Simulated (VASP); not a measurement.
A run of VASP 6.6.1 is set up as follows.

File INCAR:

```
PREC = Accurate
ENCUT = 600
EDIFF = 1E-6
ISMEAR = -1
SIGMA = 0.05
LREAL = F
LASPH = T
NELM = 150
ALGO = Normal
ISIF = 3
LWAVE = F
LCHARG = F
ISPIN = 2
MAGMOM = 1 1
LORBIT = 11
LMAXMIX = 4
GGA = PS
IBRION = 2
NSW = 80
EDIFFG = -0.01
```

File KPOINTS:

```
Automatic mesh
0
Gamma
  13 13 8
```

Contents of POSCAR:

```
Ru
1.0
    2.7038898633      0.0000000000      0.0000000000
   -1.3519449316      2.3416373106      0.0000000000
    0.0000000000      0.0000000000      4.2816800000
Ru
2
Direct
    0.3333333333      0.6666666667      0.2500000000
    0.6666666667      0.3333333333      0.7500000000
```

Potentials or basis: VASP PAW PBE potentials, release 64 (Ru_pv).

Run with:

```sh
$ cat potpaw_PBE.64/Ru_pv/POTCAR > POTCAR
$ mpirun -np 1 vasp_std > vasp.out
```

Q: Predict the band gap on the k mesh.

A: Zero (filled and empty bands overlap).

Q: What does it give for the relaxed volume?

A: 13.32 Å³/atom.

The path:
| step | energy change (eV) | largest force (eV/Å) | pressure (GPa) | volume (Å³) |
| --- | --- | --- | --- | --- |
| 1 | 0.0000 | 0.0000 | -5.96 | 27.11 |
| 2 | 0.0911 | 0.0000 | 22.79 | 25.18 |
| 3 | -0.0098 | 0.0000 | 0.08 | 26.64 |
| 4 | -0.0099 | 0.0000 | 0.08 | 26.63 |
| 5 | 0.0143 | 0.0000 | 10.65 | 25.90 |
| 6 | -0.0099 | 0.0000 | 0.30 | 26.62 |
| 7 | -0.0099 | 0.0000 | -0.07 | 26.64 |
| 8 | -0.0100 | 0.0000 | 0.11 | 26.63 |
| 9 | -0.0100 | 0.0000 | -0.18 | 26.66 |
| 10 | -0.0100 | 0.0000 | 0.02 | 26.64 |

Caveat: the PAW data sets were made with another functional, which shifts forces and pressure a little.
